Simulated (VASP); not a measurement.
# MgSi (P4/mmm) in VASP: a series of runs

Runs on MgSi. Level: PBEsol. Tasks: single point.

All numbers are computed with VASP 6.6.1; they aren't measurements. Logs are shortened: lines on timing, memory, paths and dates and some standing lists are left out, and cuts for length are marked.

## Step 1: The cell of the first run

Symmetry: P4/mmm, No. 123, tetragonal system. The conventional cell has a = 2.849 Å, b = 2.849 Å, c = 4.020 Å, α = 90.00°, β = 90.00°, γ = 90.00°. Within 3.7 Å of Mg (site symmetry 4/mmm) lie 8 Si at 2.85 Å and 4 Mg at 2.85 Å. Si (site symmetry 4/mmm) has 8 Mg at 2.85 Å and 4 Si at 2.85 Å within 3.7 Å.

## Step 2: Single point, PBEsol

INCAR

```
SYSTEM = MgSi
PREC = Accurate ; ENCUT = 520
EDIFF = 1E-6 ; ISMEAR = -1
SIGMA = 0.1 ; LREAL = .False.
LASPH = .True. ; NELM = 60
ALGO = Normal ; ISIF = 2
LWAVE = .False. ; LCHARG = .False.
GGA = PS ; NBANDS = 10
```

KPOINTS

```
Automatic mesh
0
Gamma
  10 10 7
  0 0 0
```

POSCAR

```
MgSi
1.0
    2.8490223611      0.0000000000      0.0000000000
    0.0000000000      2.8490223611      0.0000000000
    0.0000000000      0.0000000000      4.0196600873
Mg Si
1 1
Direct
    0.0000000000      0.0000000000      0.0000000000
    0.5000000000      0.5000000000      0.5000000000
```

Potentials or basis: VASP PAW PBE potentials, release 64 (Mg, Si).

On the command line:

```console
$ cat potpaw_PBE.64/Mg/POTCAR potpaw_PBE.64/Si/POTCAR > POTCAR
$ mpirun -np 1 vasp_std > vasp.out
```

OUTCAR:

```text
SYSTEM = MgSi
   PREC = Accurate
   ENCUT = 520
   EDIFF = 1E-6
   ISMEAR = -1
   LREAL = .False.
   LASPH = .True.
   NELM = 60
   ISIF = 2
   GGA = PS

 ion  position               nearest neighbor table
   1  0.000  0.000  0.000-   2 2.85   2 2.85   2 2.85   2 2.85   2 2.85   2 2.85   2 2.85   2 2.85

   2  0.500  0.500  0.500-   1 2.85   1 2.85   1 2.85   1 2.85   1 2.85   1 2.85   1 2.85   1 2.85

  LATTYP: Found a simple tetragonal cell.
 ALAT       =     2.8490223611
 C/A-ratio  =     1.4108910278

  Lattice vectors:

 A1 = (   2.8490223611,   0.0000000000,   0.0000000000)
 A2 = (   0.0000000000,   2.8490223611,   0.0000000000)
 A3 = (   0.0000000000,   0.0000000000,   4.0196600873)

Analysis of symmetry for initial positions (statically):
=====================================================================
 Subroutine PRICEL returns:
 Original cell was already a primitive cell.

 Routine SETGRP: Setting up the symmetry group for a
 simple tetragonal supercell.

 Subroutine GETGRP returns: Found 16 space group operations
 (whereof 16 operations were pure point group operations)
 out of a pool of 16 trial point group operations.

The static configuration has the point symmetry D_4h.

Analysis of symmetry for dynamics (positions and initial velocities):
=====================================================================
 Subroutine PRICEL returns:
 Original cell was already a primitive cell.

 Routine SETGRP: Setting up the symmetry group for a
 simple tetragonal supercell.

 Subroutine GETGRP returns: Found 16 space group operations
 (whereof 16 operations were pure point group operations)
 out of a pool of 16 trial point group operations.

The dynamic configuration has the point symmetry D_4h.

 Subroutine INISYM returns: Found 16 space group operations
 (whereof 16 operations are pure point group operations),
 and found     1 'primitive' translations

----------------------------------------------------------------------------------------

                                     Primitive cell

  volume of cell :      32.6273

  direct lattice vectors                    reciprocal lattice vectors
     2.849022361  0.000000000  0.000000000     0.350997596  0.000000000  0.000000000
     0.000000000  2.849022361  0.000000000     0.000000000  0.350997596  0.000000000
     0.000000000  0.000000000  4.019660087     0.000000000  0.000000000  0.248777254

  length of vectors
     2.849022361  2.849022361  4.019660087     0.350997596  0.350997596  0.248777254

[... 82 lines left out ...]
   EDIFFG = 0.1E-04   stopping-criterion for IOM
   NSW    =      0    number of steps for IOM
   IBRION =     -1    ionic relax: 0-MD 1-quasi-New 2-CG
   NFREE  =      0    steps in history (QN), initial steepest desc. (CG)
   ISIF   =      2    stress and relaxation
   ISYM   =      2    0-nonsym 1-usesym 2-fastsym
   POTIM  = 0.5000    time-step for ionic-motion
   TEBEG  =    0.0;   TEEND  =   0.0 temperature during run
   PSTRESS=    0.0 pullay stress
   NELECT =       6.0000    total number of electrons
   NUPDOWN=      -1.0000    fix difference up-down
   EMIN   =  10.00;   EMAX   =-10.00  energy-range for DOS
   EFERMI =   0.00;   METHOD = LEGACY
   ISMEAR =    -1;   SIGMA  =   0.10  broadening in eV -4-tet -1-fermi 0-gaus
   EFERMI_NEDOS =   21; number of points for ismear=-14 and -15
   IALGO  =     38    algorithm
   IMIX   =      4    mixing-type and parameters
     AMIX     =   0.40;   BMIX     =  1.00
     AMIX_MAG =   1.60;   BMIX_MAG =  1.00
  volume/ion in A,a.u.               =      16.31       110.09
  Fermi-wavevector in a.u.,A,eV,Ry     =   0.930961  1.759262 11.792016  0.866689
  Thomas-Fermi vector in A             =   2.057404
   LORBIT       =      0    0 simple, 1 ext, 2 COOP (PROOUT), +10 PAW based schemes
   GGA     = PS    functional components
   LHFCALC =     F    Hartree Fock is set to
   AEXX    =    0.0000 exact exchange contribution
   IVDW    =     0    specifies the selected vdW correction
   LEPSILON=     F    determine dielectric tensor
   LRPA    =     F    only Hartree local field effects (RPA)
 non-spin polarized calculation
  energy-cutoff  :      520.00
  volume of cell :       32.63
 maximum number of plane-waves:       900
 NGX is ok and might be reduce to    24
   NGX = 11   NGY = 11   NGZ = 15

 number of electron       6.0000000 magnetization

 Free energy of the ion-electron system (eV)
  ---------------------------------------------------
  ext. energy  EPLUGINS =         0.00000000
  ---------------------------------------------------
  free energy    TOTEN  =        -7.33463831 eV

  energy without entropy =       -7.30433681  energy(sigma->0) =       -7.31948756

 E-fermi :   6.6366     XC(G=0): -10.2006

 val. band max:        6.6287040937   @ k =   0.5000   0.3000   0.4286
 cond. band min:       6.6670617454   @ k =   0.5000   0.1000   0.0000
 fundamental gap:      0.0383576517
 Fermi energy:         6.6365544967

 k-point     1 :       0.0000    0.0000    0.0000
  band No.  band energies     occupation
      1      -5.0243      2.00000
      2       3.6743      2.00000
      3       5.6708      1.99987
      4      11.2587      0.00000
      5      11.2587      0.00000
      6      12.0584      0.00000
      7      15.5141      0.00000
      8      19.4415      0.00000
      9      19.4415      0.00000
     10      19.9073      0.00000
[... 287 lines left out ...]
 k-point    24 :       0.2000    0.0000    0.1429
  band No.  band energies     occupation
      1      -4.1779      2.00000
      2       2.8993      2.00000
      3       6.3413      1.90077
      4       8.1572      0.00000
      5      11.8894      0.00000
      6      13.3313      0.00000
      7      14.5030      0.00000
      8      17.6887      0.00000
      9      19.0903      0.00000
     10      20.1380      0.00000

 [... further k-points ...]
[... 5 lines left out ...]
  --------------------------------------------------------------------------------------
  -------------------------------------------------------------------------------------
  Total        0.6691737      0.6691737      0.3041662      0.0000000      0.0000000     -0.0000000
  in kB       32.8600637     32.8600637     14.9362135      0.0000000      0.0000000     -0.0000000
  external PRESSURE =      26.8854470 kB  Pullay stress =       0.0000000 kB

 VOLUME and BASIS-vectors are now :
 -----------------------------------------------------------------------------
  energy-cutoff  :      520.00
  volume of cell :       32.63
      direct lattice vectors                 reciprocal lattice vectors
     2.849022361  0.000000000  0.000000000     0.350997596  0.000000000  0.000000000
     0.000000000  2.849022361  0.000000000     0.000000000  0.350997596  0.000000000
     0.000000000  0.000000000  4.019660087     0.000000000  0.000000000  0.248777254

 POSITION                                       TOTAL-FORCE (eV/Angst)
 -----------------------------------------------------------------------------------
      0.00000      0.00000      0.00000         0.000000      0.000000      0.000000
      1.42451      1.42451      2.00983         0.000000      0.000000      0.000000
 -----------------------------------------------------------------------------------
    total drift:                               -0.000000     -0.000000     -0.000000

  FREE ENERGIE OF THE ION-ELECTRON SYSTEM (eV)
  ---------------------------------------------------
  free  energy   TOTEN  =        -7.3346383110 eV

  energy  without entropy=       -7.3043368127  energy(sigma->0) =       -7.31948756
```

OSZICAR:

```text
N       E                     dE             d eps       ncg     rms          rms(c)
DAV:   1     0.311750735233E+01    0.31175E+01   -0.25566E+03  1760   0.470E+02
DAV:   2    -0.719781894596E+01   -0.10315E+02   -0.99913E+01  2122   0.636E+01
DAV:   3    -0.744366849527E+01   -0.24585E+00   -0.24440E+00  2206   0.819E+00
DAV:   4    -0.744465543243E+01   -0.98694E-03   -0.98684E-03  1998   0.577E-01
DAV:   5    -0.744466113858E+01   -0.57061E-05   -0.57055E-05  2028   0.424E-02    0.265E+00
DAV:   6    -0.736430551747E+01    0.80356E-01   -0.81327E-02  1816   0.961E-01    0.156E+00
DAV:   7    -0.733692362522E+01    0.27382E-01   -0.39821E-02  1908   0.743E-01    0.325E-01
DAV:   8    -0.733470697622E+01    0.22166E-02   -0.25208E-03  1842   0.243E-01    0.101E-01
DAV:   9    -0.733464056867E+01    0.66408E-04   -0.17290E-04  1974   0.634E-02    0.474E-02
DAV:  10    -0.733463875836E+01    0.18103E-05   -0.13436E-05  1876   0.146E-02    0.633E-03
DAV:  11    -0.733463831101E+01    0.44736E-06   -0.11803E-06  1200   0.494E-03
   1 F= -.73346383E+01 E0= -.73194876E+01  d E =-.303015E-01
```

Run time: 14 s. Hardware: 1 thread of Intel Xeon 6975P-C (Granite Rapids), shared host; peak memory 0.16 GiB.

Results:

```
Free energy            : -7.3346 eV
Pressure               : 2.7 GPa
Band gap on the k mesh : zero (band 3 reaches 11.73 eV, above the bottom of band 4 at 5.19 eV)
```

Stress tensor (GPa, compression positive):
```
3.29 0.00 0.00
0.00 3.29 0.00
0.00 0.00 1.49
```

Caveat: the PAW data sets were made with another functional, which shifts forces and pressure a little.

## Step 3: Single point, PBEsol

This run uses another cell than the first one, of 16.83 Å³/atom, 1.032 times its volume.

INCAR

```
PREC     = Accurate       # precision mode
ENCUT    = 520            # plane-wave cutoff, eV
EDIFF    = 1E-7           # SCF threshold, eV
ISMEAR   = -1             # smearing method
SIGMA    = 0.1            # smearing width, eV
LREAL    = F              # projectors in reciprocal space
LASPH    = T              # aspherical terms in the spheres
NELM     = 60             # most SCF steps
ALGO     = Normal         # electronic algorithm
ISIF     = 2              # what is computed and relaxed
LWAVE    = F              # write WAVECAR
LCHARG   = T              # write CHGCAR
GGA      = PS             # functional
LELF     = T              # ELF
LVHAR    = T            
NBANDS   = 10             # bands
```

KPOINTS

```
Automatic mesh
0
Gamma
  10 10 7
```

POSCAR

```
MgSi
1.0
    2.8790142741      0.0000000000      0.0000000000
    0.0000000000      2.8790142741      0.0000000000
    0.0000000000      0.0000000000      4.0619754084
Mg Si
1 1
Direct
    0.0000000000      0.0000000000      0.0000000000
    0.5000000000      0.5000000000      0.5000000000
```

Potentials or basis: VASP PAW PBE potentials, release 64 (Mg, Si).

On the command line:

```console
$ cat potpaw_PBE.64/Mg/POTCAR potpaw_PBE.64/Si/POTCAR > POTCAR
$ mpirun -np 1 vasp_std > vasp.out
```

It took 17 s on 1 thread of Intel Xeon 6975P-C (Granite Rapids), shared host; peak memory 0.16 GiB.

Results (log left out):

```
Free energy            : -7.3446 eV
Pressure               : 0.4 GPa
Band gap on the k mesh : zero (band 3 reaches 11.29 eV, above the bottom of band 4 at 4.92 eV)
```

Stress tensor (GPa, compression positive):
```
 1.14  0.00  0.00
 0.00  1.14  0.00
 0.00  0.00 -1.00
```

Levels at points of the mesh, in eV from the Fermi level:
| k point | band 1 | band 2 | band 3 | band 4 | band 5 | band 6 | band 7 |
| --- | --- | --- | --- | --- | --- | --- | --- |
| (0.00, 0.00, 0.00) | -11.44 | -2.88 | -0.95 | 4.49 | 4.49 | 5.43 | 8.61 |
| (0.50, 0.00, 0.00) | -7.98 | -6.02 | -0.11 | 2.60 | 2.91 | 4.26 | 6.75 |
| (0.50, 0.50, 0.00) | -4.33 | -3.15 | -3.15 | 0.35 | 2.87 | 5.58 | 5.58 |

Caveat: the PAW data sets were made with another functional, which shifts forces and pressure a little.
